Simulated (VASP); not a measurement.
# Al (P6_3/mmc) in VASP: a series of runs

Al is run at these levels: r2SCAN; tasks: single point, relaxation of shape and atoms at fixed volume.

Program: VASP 6.6.1. These are calculated values, not measurements. Logs are shortened: lines on timing, memory, paths and dates and some standing lists are left out, and cuts for length are marked.

**1. The cell of the first run**

The structure is hexagonal, space group P6_3/mmc (No. 194). Conventional cell: a = 2.845 Å, b = 2.845 Å, c = 4.574 Å, α = 90.00°, β = 90.00°, γ = 120.00°. Within 3.7 Å of Al (site symmetry -6m2) lie 12 Al at 2.82 to 2.84 Å.

This isn't the form of Al at room conditions, which is fcc.

**2. Single point, r2SCAN**

Input file POSCAR:

```
Al
1.0
    2.8445924534      0.0000000000      0.0000000000
   -1.4222962267      2.4634893280      0.0000000000
    0.0000000000      0.0000000000      4.5737128351
Al
2
Direct
    0.3333333333      0.6666666667      0.7500000000
    0.6666666667      0.3333333333      0.2500000000
```

Input file INCAR.step1:

```
SYSTEM = Al
ALGO     = Normal         ! electronic algorithm
EDIFF    = 1E-4           ! SCF threshold, eV
ENCUT    = 520            ! plane-wave cutoff, eV
GGA      = PE             ! functional
ISMEAR   = 0              ! smearing method
LASPH    = .TRUE.         ! aspherical terms in the spheres
LCHARG   = .FALSE.        ! write CHGCAR
LREAL    = .FALSE.        ! projectors in reciprocal space
LWAVE    = .TRUE.         ! write WAVECAR
NBANDS   = 10             ! bands
NELM     = 100            ! most SCF steps
PREC     = Accurate       ! precision mode
SIGMA    = 0.05           ! smearing width, eV
```

Input file INCAR.step2:

```
SYSTEM = Al
ALGO     = Normal         ! electronic algorithm
EDIFF    = 1E-6           ! SCF threshold, eV
ENCUT    = 520            ! plane-wave cutoff, eV
ISIF     = 2              ! what is computed and relaxed
ISMEAR   = 0              ! smearing method
ISTART   = 1            
LASPH    = .TRUE.         ! aspherical terms in the spheres
LCHARG   = .TRUE.         ! write CHGCAR
LELF     = .TRUE.         ! ELF
LMIXTAU  = .TRUE.       
LREAL    = .FALSE.        ! projectors in reciprocal space
LVHAR    = .TRUE.       
LWAVE    = .FALSE.        ! write WAVECAR
METAGGA  = R2SCAN         ! meta-GGA
NBANDS   = 10             ! bands
NELM     = 100            ! most SCF steps
PREC     = Accurate       ! precision mode
SIGMA    = 0.05           ! smearing width, eV
```

Input file KPOINTS:

```
k-points
0
G
  16 16 10
  0 0 0
```

Potentials or basis: VASP PAW PBE potentials, release 64 (Al).

The run is started by

```bash
> cat potpaw_PBE.64/Al/POTCAR > POTCAR
> cp INCAR.step1 INCAR
> mpirun -np 1 vasp_std > vasp.out
> cp INCAR.step2 INCAR
> mpirun -np 1 vasp_std > vasp.out
```

OUTCAR:

```text
SYSTEM = Al
   EDIFF = 1E-6
   ENCUT = 520
   ISIF = 2
   ISMEAR = 0
   ISTART = 1
   LASPH = .TRUE.
   LREAL = .FALSE.
   METAGGA = R2SCAN
   NELM = 100
   PREC = Accurate

 ion  position               nearest neighbor table
   1  0.333  0.667  0.750-   2 2.82   2 2.82   2 2.82   2 2.82   2 2.82   2 2.82
   2  0.667  0.333  0.250-   1 2.82   1 2.82   1 2.82   1 2.82   1 2.82   1 2.82

  LATTYP: Found a hexagonal cell.
 ALAT       =     2.8445924534
 C/A-ratio  =     1.6078622544

  Lattice vectors:

 A1 = (   2.8445924534,   0.0000000000,   0.0000000000)
 A2 = (  -1.4222962267,   2.4634893280,   0.0000000000)
 A3 = (   0.0000000000,   0.0000000000,   4.5737128351)

Analysis of symmetry for initial positions (statically):
=====================================================================
 Subroutine PRICEL returns:
 Original cell was already a primitive cell.

 Routine SETGRP: Setting up the symmetry group for a
 hexagonal supercell.

 Subroutine GETGRP returns: Found 24 space group operations
 (whereof 12 operations were pure point group operations)
 out of a pool of 24 trial point group operations.

The static configuration has the point symmetry D_3d.
 The point group associated with its full space group is D_6h.

Analysis of symmetry for dynamics (positions and initial velocities):
=====================================================================
 Subroutine PRICEL returns:
 Original cell was already a primitive cell.

 Routine SETGRP: Setting up the symmetry group for a
 hexagonal supercell.

 Subroutine GETGRP returns: Found 24 space group operations
 (whereof 12 operations were pure point group operations)
 out of a pool of 24 trial point group operations.

The dynamic configuration has the point symmetry D_3d.
 The point group associated with its full space group is D_6h.

 Subroutine INISYM returns: Found 24 space group operations
 (whereof 12 operations are pure point group operations),
 and found     1 'primitive' translations

----------------------------------------------------------------------------------------

                                     Primitive cell

  volume of cell :      32.0509

  direct lattice vectors                    reciprocal lattice vectors
     2.844592453  0.000000000  0.000000000     0.351544208  0.202964143  0.000000000
    -1.422296227  2.463489328  0.000000000     0.000000000  0.405928286  0.000000000
     0.000000000  0.000000000  4.573712835     0.000000000  0.000000000  0.218640749

  length of vectors
[... 89 lines left out ...]
   ISYM   =      2    0-nonsym 1-usesym 2-fastsym
   POTIM  = 0.5000    time-step for ionic-motion
   TEBEG  =    0.0;   TEEND  =   0.0 temperature during run
   PSTRESS=    0.0 pullay stress
   NELECT =       6.0000    total number of electrons
   NUPDOWN=      -1.0000    fix difference up-down
   EMIN   =  10.00;   EMAX   =-10.00  energy-range for DOS
   EFERMI =   0.00;   METHOD = LEGACY
   ISMEAR =     0;   SIGMA  =   0.05  broadening in eV -4-tet -1-fermi 0-gaus
   EFERMI_NEDOS =   21; number of points for ismear=-14 and -15
   IALGO  =     38    algorithm
   IMIX   =      4    mixing-type and parameters
     AMIX     =   0.40;   BMIX     =  1.00
     AMIX_MAG =   1.60;   BMIX_MAG =  1.00
  volume/ion in A,a.u.               =      16.03       108.14
  Fermi-wavevector in a.u.,A,eV,Ry     =   0.936509  1.769746 11.932982  0.877049
  Thomas-Fermi vector in A             =   2.063526
   LORBIT       =      0    0 simple, 1 ext, 2 COOP (PROOUT), +10 PAW based schemes
   METAGGA = R2SCAN    functional components
   LHFCALC =     F    Hartree Fock is set to
   AEXX    =    0.0000 exact exchange contribution
   IVDW    =     0    specifies the selected vdW correction
   LEPSILON=     F    determine dielectric tensor
   LRPA    =     F    only Hartree local field effects (RPA)
 non-spin polarized calculation
 Gauss-broadening in eV      SIGMA  =   0.05
  energy-cutoff  :      520.00
  volume of cell :       32.05
 maximum number of plane-waves:       880
 NGX is ok and might be reduce to    24
   NGX = 11   NGY = 11   NGZ = 17

 number of electron       6.0000000 magnetization

 Free energy of the ion-electron system (eV)
  ---------------------------------------------------
  ext. energy  EPLUGINS =         0.00000000
  ---------------------------------------------------
  free energy    TOTEN  =       -13.39511242 eV

  energy without entropy =      -13.39393293  energy(sigma->0) =      -13.39452267

 E-fermi :   8.3444     XC(G=0): -11.0230

 val. band max:        8.3415345655   @ k =   0.2500   0.2500   0.4000
 cond. band min:       8.3724344502   @ k =   0.3750   0.1875   0.2000
 fundamental gap:      0.0308998846
 Fermi energy:         8.3443800968

 k-point     1 :       0.0000    0.0000    0.0000
  band No.  band energies     occupation
      1      -3.7314      2.00000
      2       3.2990      2.00000
      3       3.9483      2.00000
      4      19.6359      0.00000
      5      19.6360      0.00000
      6      19.9300      0.00000
      7      19.9300      0.00000
      8      21.4320      0.00000
      9      23.3866      0.00000
     10      24.6939      0.00000
[... 287 lines left out ...]
 k-point    24 :       0.2500    0.1875    0.0000
  band No.  band energies     occupation
      1      -0.0346      2.00000
      2       6.7774      2.00000
      3       6.8240      2.00000
      4       8.2308      1.99869
      5       9.6244      0.00000
      6      14.2234      0.00000
      7      15.2826      0.00000
      8      16.1911      0.00000
      9      17.0371      0.00000
     10      22.7128      0.00000

 [... further k-points ...]

------------------------ aborting loop because EDIFF is reached ----------------------------------------

  FORCE on cell =-STRESS in cart. coord.  units (eV):
  Direction    XX          YY          ZZ          XY          YZ          ZX
  --------------------------------------------------------------------------------------
  -------------------------------------------------------------------------------------
  Total       -0.0668140     -0.0668140     -0.0512671      0.0000000     -0.0000000      0.0000000
  in kB       -3.3399368     -3.3399368     -2.5627692      0.0000000     -0.0000000      0.0000000
  external PRESSURE =      -3.0808809 kB  Pullay stress =       0.0000000 kB

 VOLUME and BASIS-vectors are now :
 -----------------------------------------------------------------------------
  energy-cutoff  :      520.00
  volume of cell :       32.05
      direct lattice vectors                 reciprocal lattice vectors
     2.844592453  0.000000000  0.000000000     0.351544208  0.202964143  0.000000000
    -1.422296227  2.463489328  0.000000000     0.000000000  0.405928286  0.000000000
     0.000000000  0.000000000  4.573712835     0.000000000  0.000000000  0.218640749

 POSITION                                       TOTAL-FORCE (eV/Angst)
 -----------------------------------------------------------------------------------
     -0.00000      1.64233      3.43028         0.000000     -0.000000      0.000000
      1.42230      0.82116      1.14343        -0.000000      0.000000      0.000000
 -----------------------------------------------------------------------------------
    total drift:                                0.000000     -0.000000     -0.000000

  FREE ENERGIE OF THE ION-ELECTRON SYSTEM (eV)
  ---------------------------------------------------
  free  energy   TOTEN  =       -13.3951124190 eV

  energy  without entropy=      -13.3939329268  energy(sigma->0) =      -13.39452267
```

OUTCAR.step1:

```text
SYSTEM = Al
   EDIFF = 1E-4
   ENCUT = 520
   GGA = PE
   ISMEAR = 0
   LASPH = .TRUE.
   LREAL = .FALSE.
[... 536 lines left out ...]
     -0.00000      1.64233      3.43028        -0.000000     -0.000000      0.000000
      1.42230      0.82116      1.14343         0.000000      0.000000      0.000000
 -----------------------------------------------------------------------------------
    total drift:                                0.000000     -0.000000     -0.000000

  FREE ENERGIE OF THE ION-ELECTRON SYSTEM (eV)
  ---------------------------------------------------
  free  energy   TOTEN  =        -7.4129965909 eV

  energy  without entropy=       -7.4117789172  energy(sigma->0) =       -7.41238775
```

OSZICAR.step1:

```text
N       E                     dE             d eps       ncg     rms          rms(c)
DAV:   1     0.114487846497E+00    0.11449E+00   -0.23648E+03  3600   0.477E+02
DAV:   2    -0.730800850426E+01   -0.74225E+01   -0.71492E+01  4748   0.551E+01
DAV:   3    -0.746261555288E+01   -0.15461E+00   -0.15303E+00  4782   0.644E+00
DAV:   4    -0.746323218384E+01   -0.61663E-03   -0.61659E-03  4238   0.468E-01
DAV:   5    -0.746323760357E+01   -0.54197E-05   -0.54196E-05  4438   0.441E-02    0.188E+00
DAV:   6    -0.743385828898E+01    0.29379E-01   -0.31397E-03  3978   0.304E-01    0.109E+00
DAV:   7    -0.741308441672E+01    0.20774E-01   -0.90339E-03  3886   0.480E-01    0.179E-01
DAV:   8    -0.741299659092E+01    0.87826E-04   -0.87247E-05  4504   0.555E-02
   1 F= -.74129966E+01 E0= -.74123878E+01  d E =-.121767E-02
```

Run time: 69 s. Hardware: 1 thread of Intel Xeon 6975P-C (Granite Rapids), shared host; peak memory 0.18 GiB.

Results:

| Quantity | Value |
| --- | --- |
| Free energy | -13.3951 eV |
| Pressure | -0.3 GPa |
| Band gap on the k mesh | zero (bands 3 and 4 overlap by 8.19 eV) |

Stress tensor (GPa, compression positive):
```
-0.33  0.00  0.00
 0.00 -0.33  0.00
 0.00  0.00 -0.26
```

Caveat: the PAW data sets were made with another functional, which shifts forces and pressure a little.

(Part 1 of 2 ends here.)
